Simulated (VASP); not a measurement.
# AlNi (NiAl (Pm-3m)) (Pm-3m) in VASP: a series of runs, part 2 of 2

VASP 6.6.1. The steps go on from the part before.

### 3 Relaxation of cell and atoms, PBE

This run uses another cell than the first one, of 11.69 Å³/atom, 0.864 times its volume.

File INCAR:

```
SYSTEM = AlNi
PREC = Accurate
ENCUT = 600
EDIFF = 1E-7
ISMEAR = -1
SIGMA = 1.0
LREAL = .False.
LASPH = .True.
NELM = 120
ALGO = Normal
ISIF = 3
LWAVE = .False.
LCHARG = .False.
GGA = PE
IBRION = 2
NSW = 80
EDIFFG = -0.005
GGA_COMPAT = .False.
NELMIN = 4
```

File KPOINTS:

```
Automatic mesh
0
Gamma
  13 13 13
  0 0 0
```

File POSCAR:

```
AlNi
1.0
    2.8597113000      0.0000000000      0.0000000000
    0.0000000000      2.8597113000      0.0000000000
    0.0000000000      0.0000000000      2.8597113000
Al Ni
1 1
Direct
    0.5000000000      0.5000000000      0.5000000000
    0.0000000000      0.0000000000      0.0000000000
```

Potentials or basis: VASP PAW PBE potentials, release 64 (Al, Ni).

On the command line:

```bash
$ cat potpaw_PBE.64/Al/POTCAR potpaw_PBE.64/Ni/POTCAR > POTCAR
$ mpirun -np 1 vasp_std > vasp.out
```

OUTCAR:

```text
SYSTEM = AlNi
   PREC = Accurate
   ENCUT = 600
   EDIFF = 1E-7
   ISMEAR = -1
   LREAL = .False.
   LASPH = .True.
   NELM = 120
   ISIF = 3
   GGA = PE
   IBRION = 2
   NSW = 80
   EDIFFG = -0.005
   NELMIN = 4

 ion  position               nearest neighbor table
   1  0.500  0.500  0.500-   2 2.48   2 2.48   2 2.48   2 2.48   2 2.48   2 2.48   2 2.48   2 2.48

   2  0.000  0.000  0.000-   1 2.48   1 2.48   1 2.48   1 2.48   1 2.48   1 2.48   1 2.48   1 2.48

  LATTYP: Found a simple cubic cell.
 ALAT       =     2.8597113000

  Lattice vectors:

 A1 = (   2.8597113000,   0.0000000000,   0.0000000000)
 A2 = (   0.0000000000,   2.8597113000,   0.0000000000)
 A3 = (   0.0000000000,   0.0000000000,   2.8597113000)

Analysis of symmetry for initial positions (statically):
=====================================================================
 Subroutine PRICEL returns:
 Original cell was already a primitive cell.

 Routine SETGRP: Setting up the symmetry group for a
 simple cubic supercell.

 Subroutine GETGRP returns: Found 48 space group operations
 (whereof 48 operations were pure point group operations)
 out of a pool of 48 trial point group operations.

The static configuration has the point symmetry O_h .

Analysis of symmetry for dynamics (positions and initial velocities):
=====================================================================
 Subroutine PRICEL returns:
 Original cell was already a primitive cell.

 Routine SETGRP: Setting up the symmetry group for a
 simple cubic supercell.

 Subroutine GETGRP returns: Found 48 space group operations
 (whereof 48 operations were pure point group operations)
 out of a pool of 48 trial point group operations.

The dynamic configuration has the point symmetry O_h .

 Subroutine INISYM returns: Found 48 space group operations
 (whereof 48 operations are pure point group operations),
 and found     1 'primitive' translations

----------------------------------------------------------------------------------------

                                     Primitive cell

  volume of cell :      23.3866

  direct lattice vectors                    reciprocal lattice vectors
     2.859711300  0.000000000  0.000000000     0.349685648  0.000000000  0.000000000
     0.000000000  2.859711300  0.000000000     0.000000000  0.349685648  0.000000000
     0.000000000  0.000000000  2.859711300     0.000000000  0.000000000  0.349685648

  length of vectors
     2.859711300  2.859711300  2.859711300     0.349685648  0.349685648  0.349685648

  position of ions in fractional coordinates (direct lattice)
     0.500000000  0.500000000  0.500000000
     0.000000000  0.000000000  0.000000000

  ion indices of the primitive-cell ions
   primitive index   ion index
                 1           1
                 2           2

----------------------------------------------------------------------------------------

 KPOINTS: Automatic mesh

Automatic generation of k-mesh.
 Grid dimensions read from file:
 generate k-points for:   13   13   13

 Generating k-lattice:

  Cartesian coordinates                     Fractional coordinates (reciprocal lattice)
     0.026898896  0.000000000  0.000000000     0.076923077  0.000000000  0.000000000
     0.000000000  0.026898896  0.000000000     0.000000000  0.076923077  0.000000000
     0.000000000  0.000000000  0.026898896     0.000000000  0.000000000  0.076923077

  Length of vectors
     0.026898896  0.026898896  0.026898896

  Shift w.r.t. Gamma in fractional coordinates (k-lattice)
     0.000000000  0.000000000  0.000000000

 Subroutine IBZKPT returns following result:
 ===========================================

 Found     84 irreducible k-points:

 Following reciprocal coordinates:
            Coordinates               Weight
  0.000000  0.000000  0.000000      1.000000
  0.076923  0.000000  0.000000      6.000000
  0.153846  0.000000  0.000000      6.000000
  0.230769  0.000000  0.000000      6.000000
  0.307692  0.000000  0.000000      6.000000
  0.384615  0.000000  0.000000      6.000000
[... 16 lines left out ...]
  0.307692  0.307692  0.000000     12.000000
  0.384615  0.307692  0.000000     24.000000
 [... further k-points ...]
   k-points           NKPTS =     84   k-points in BZ     NKDIM =     84   number of bands    NBANDS=     10
   number of dos      NEDOS =    301   number of ions     NIONS =      2
   total plane-waves  NPLWV =  13824
   dimension x,y,z NGX =    24 NGY =   24 NGZ =   24
   dimension x,y,z NGXF=    48 NGYF=   48 NGZF=   48
   ions per type =               1   1
   NGX,Y,Z   is equivalent  to a cutoff of  13.95, 13.95, 13.95 a.u.
   NGXF,Y,Z  is equivalent  to a cutoff of  27.90, 27.90, 27.90 a.u.
 SYSTEM =  AlNi
   PREC   = accura    normal or accurate (medium, high low for compatibility)
   ISTART =      0    job   : 0-new  1-cont  2-samecut
   ICHARG =      2    charge: 1-file 2-atom 10-const
   ISPIN  =      1    spin polarized calculation?
   LNONCOLLINEAR =      F non collinear calculations
   LSORBIT =      F    spin-orbit coupling
   LASPH  =      T    aspherical Exc in radial PAW
   ENCUT  =  600.0 eV  44.10 Ry    6.64 a.u.   5.71  5.71  5.71*2*pi/ulx,y,z
   NELM   =    120;   NELMIN=  4; NELMDL= -5     # of ELM steps
   EDIFF  = 0.1E-06   stopping-criterion for ELM
   LREAL  =      F    real-space projection
   EDIFFG = -.5E-02   stopping-criterion for IOM
   NSW    =     80    number of steps for IOM
   IBRION =      2    ionic relax: 0-MD 1-quasi-New 2-CG
   NFREE  =      1    steps in history (QN), initial steepest desc. (CG)
   ISIF   =      3    stress and relaxation
   ISYM   =      2    0-nonsym 1-usesym 2-fastsym
   POTIM  = 0.5000    time-step for ionic-motion
   TEBEG  =    0.0;   TEEND  =   0.0 temperature during run
   PSTRESS=    0.0 pullay stress
   NELECT =      13.0000    total number of electrons
   NUPDOWN=      -1.0000    fix difference up-down
   EMIN   =  10.00;   EMAX   =-10.00  energy-range for DOS
   EFERMI =   0.00;   METHOD = LEGACY
   ISMEAR =    -1;   SIGMA  =   1.00  broadening in eV -4-tet -1-fermi 0-gaus
   EFERMI_NEDOS =   21; number of points for ismear=-14 and -15
   IALGO  =     38    algorithm
   IMIX   =      4    mixing-type and parameters
     AMIX     =   0.40;   BMIX     =  1.00
     AMIX_MAG =   1.60;   BMIX_MAG =  1.00
  volume/ion in A,a.u.               =      11.69        78.91
  Fermi-wavevector in a.u.,A,eV,Ry     =   1.346068  2.543700 24.652394  1.811900
  Thomas-Fermi vector in A             =   2.473930
   LORBIT       =      0    0 simple, 1 ext, 2 COOP (PROOUT), +10 PAW based schemes
   GGA     = PE    functional components
   LHFCALC =     F    Hartree Fock is set to
   AEXX    =    0.0000 exact exchange contribution
   IVDW    =     0    specifies the selected vdW correction
   LEPSILON=     F    determine dielectric tensor
   LRPA    =     F    only Hartree local field effects (RPA)
 conjugate gradient relaxation of ions
 non-spin polarized calculation
  energy-cutoff  :      600.00
  volume of cell :       23.39
 maximum number of plane-waves:       800
 NGX is ok and might be reduce to    24

--------------------------------------- Ionic step        1  -------------------------------------------

 number of electron      13.0000010 magnetization

 Free energy of the ion-electron system (eV)
  ---------------------------------------------------
  ext. energy  EPLUGINS =         0.00000000
  ---------------------------------------------------
  free energy    TOTEN  =       -12.05208421 eV

  energy without entropy =       -8.74389318  energy(sigma->0) =      -10.39798869

 E-fermi :  10.8521     XC(G=0): -12.1755

 val. band max:       10.7219016420   @ k =   0.4615   0.4615   0.3846
 cond. band min:      10.8777215091   @ k =   0.3077   0.3077   0.1538
 fundamental gap:      0.1558198671
 Fermi energy:        10.8520895562

 k-point     1 :       0.0000    0.0000    0.0000
  band No.  band energies     occupation
      1      -0.9640      1.99999
      2       6.6627      1.97014
      3       6.6627      1.97014
      4       8.3207      1.85262
      5       8.3207      1.85262
      6       8.3207      1.85262
      7      15.9402      0.01226
      8      15.9402      0.01226
      9      15.9402      0.01226
     10      18.4718      0.00098
[... 440 lines left out ...]
  energy  without entropy=       -8.3218615334  energy(sigma->0) =      -10.28274792

--------------------------------------- Ionic step        5  -------------------------------------------

 number of electron      12.9999994 magnetization

 Free energy of the ion-electron system (eV)
  ---------------------------------------------------
  ext. energy  EPLUGINS =         0.00000000
  ---------------------------------------------------
  free energy    TOTEN  =       -12.24365276 eV

  energy without entropy =       -8.32859652  energy(sigma->0) =      -10.28612464

 E-fermi :   9.0063     XC(G=0): -11.4888

 val. band max:        8.9520533310   @ k =   0.3077   0.2308   0.1538
 cond. band min:       9.0959795652   @ k =   0.3846   0.3077   0.3077
 fundamental gap:      0.1439262342
 Fermi energy:         9.0062531916

 k-point     1 :       0.0000    0.0000    0.0000
  band No.  band energies     occupation
      1      -1.7687      1.99996
      2       5.3747      1.94842
      3       5.3747      1.94842
      4       6.6540      1.82623
      5       6.6540      1.82623
      6       6.6540      1.82623
      7      13.5099      0.02190
      8      13.5099      0.02190
      9      13.5099      0.02190
     10      16.1640      0.00156
[... 328 lines left out ...]
  FREE ENERGIE OF THE ION-ELECTRON SYSTEM (eV)
  ---------------------------------------------------
  free  energy   TOTEN  =       -12.2436527640 eV

  energy  without entropy=       -8.3285965230  energy(sigma->0) =      -10.28612464

 reached required accuracy - stopping structural energy minimisation
```

OSZICAR:

```text
N       E                     dE             d eps       ncg     rms          rms(c)
DAV:   1     0.423104690220E+02    0.42310E+02   -0.64017E+03  1720   0.156E+03
DAV:   2    -0.124462190306E+02   -0.54757E+02   -0.51782E+02  1688   0.221E+02
DAV:   3    -0.139842863119E+02   -0.15381E+01   -0.14934E+01  1990   0.466E+01
[... 49 lines left out ...]
DAV:   3    -0.122436654274E+02    0.16555E-02   -0.99827E-03  1886   0.185E+00    0.329E-02
DAV:   4    -0.122436536138E+02    0.11814E-04   -0.69620E-05  1718   0.787E-02    0.780E-03
DAV:   5    -0.122436529986E+02    0.61519E-06   -0.37938E-06  2506   0.311E-02    0.218E-03
DAV:   6    -0.122436528228E+02    0.17581E-06   -0.17353E-07  1024   0.508E-03    0.695E-04
DAV:   7    -0.122436527640E+02    0.58824E-07   -0.25420E-08   840   0.205E-03
   5 F= -.12243653E+02 E0= -.10286125E+02  d E =-.184624E-04
```

Wall time 84 s (1 thread of Intel Xeon 8259CL, shared host); peak memory 0.16 GiB.

What came out:

```yaml
Free_energy: -12.2437 eV
Relaxed_volume: 13.53 Å³/atom
Relaxed_cell: a = 3.003 Å, b = 3.003 Å, c = 3.003 Å, α = 90.00°, β = 90.00°, γ = 90.00°
Space_group_after_relaxing_to_0.05_Å: Pm-3m (No. 221)
Energy_gained_by_relaxing: 95.8 meV/atom
Ionic_steps: 5
Pressure_after_relaxing: 0.0 GPa
```

Step by step:
```tsv
step	energy change (eV)	largest force (eV/Å)	pressure (GPa)	volume (Å³)
1	0.0000	0.0000	19.31	23.39
2	-0.1725	0.0000	-4.05	28.49
3	-0.1916	0.0000	0.09	27.04
4	-0.1916	0.0000	-0.13	27.11
5	-0.1916	0.0000	0.01	27.07
```

Final structure:
```
Al Ni
1.0
     3.00257    0.00000    0.00000
     0.00000    3.00257    0.00000
     0.00000    0.00000    3.00257
Al Ni
1 1
Direct
  0.50000 0.50000 0.50000
  0.00000 0.00000 0.00000
```

Levels at points of the mesh, in eV from the Fermi level:
```csv
k point,band 4,band 5,band 6,band 7,band 8,band 9,band 10
"(0.00, 0.00, 0.00)",-2.35,-2.35,-2.35,4.50,4.50,4.50,7.16
```

Caveat: the volume moved by over 15 % at a fixed basis, so the end points are rough.

### 4 Single point, PBE

This run uses another cell than the first one: it holds 16 atoms, not 2.

File INCAR:

```
PREC = Accurate
ENCUT = 600
EDIFF = 1E-6
ISMEAR = -1
SIGMA = 1.0
LREAL = F
LASPH = T
NELM = 120
ALGO = Normal
ISIF = 2
LWAVE = F
LCHARG = F
GGA = PE
NBANDS = 66
GGA_COMPAT = F
```

File KPOINTS:

```
regular mesh
0
Gamma
  3 3 3
```

File POSCAR:

```
AlNi
1.0
    6.0055147444      0.0000000000      0.0000000000
    0.0000000000      6.0055147444      0.0000000000
    0.0000000000      0.0000000000      6.0055147444
Al Ni
8 8
Direct
    0.2500000000      0.2500000000      0.2500000000
    0.2500000000      0.2500000000      0.7500000000
    0.2500000000      0.7500000000      0.2500000000
    0.2500000000      0.7500000000      0.7500000000
    0.7500000000      0.2500000000      0.2500000000
    0.7500000000      0.2500000000      0.7500000000
    0.7500000000      0.7500000000      0.2500000000
    0.7500000000      0.7500000000      0.7500000000
    0.0000000000      0.0000000000      0.0000000000
    0.0000000000      0.0000000000      0.5000000000
    0.0000000000      0.5000000000      0.0000000000
    0.0000000000      0.5000000000      0.5000000000
    0.5000000000      0.0000000000      0.0000000000
    0.5000000000      0.0000000000      0.5000000000
    0.5000000000      0.5000000000      0.0000000000
    0.5000000000      0.5000000000      0.5000000000
```

On the command line:

```bash
$ cat potpaw_PBE.64/Al/POTCAR potpaw_PBE.64/Ni/POTCAR > POTCAR
$ mpirun -np 1 vasp_std > vasp.out
```

It took 3.5 min on 1 thread of Intel Xeon 8259CL, shared host; peak memory 0.33 GiB.

The run converged. Its results:

* Free energy: -97.8631 eV
* Pressure: -0.4 GPa
* Band gap on the k mesh: zero (band 52 reaches 8.70 eV, above the bottom of band 53 at 7.42 eV)

Levels at points of the mesh, in eV from the Fermi level:
```csv
k point,band 52,band 53,band 54,band 55,band 56,band 57
"(0.00, 0.00, 0.00)",-1.61,-1.61,0.47,0.47,0.47,1.10
```

### 5 Overview

```tsv
task	cell	k mesh	gap on the mesh (eV)	pressure (GPa)
single point	a = 3.003 Å, 2 atoms	13 × 13 × 13	none	0.0
relaxation of cell and atoms	relaxed from a = 2.860 Å, 2 atoms	13 × 13 × 13	none	0.0
single point	a = 6.006 Å, 16 atoms	3 × 3 × 3	none	-0.4
```

Alike in all rows: level PBE; potentials or basis VASP PAW PBE potentials, release 64 (Al, Ni); no spin polarisation; cutoff (eV) 600; smearing fermi-dirac 1 eV.

Caveats: the volume moved by over 15 % at a fixed basis, so the end points are rough (some runs).

Total energies depend on the potentials used, so only differences within one code and one set of settings carry meaning.
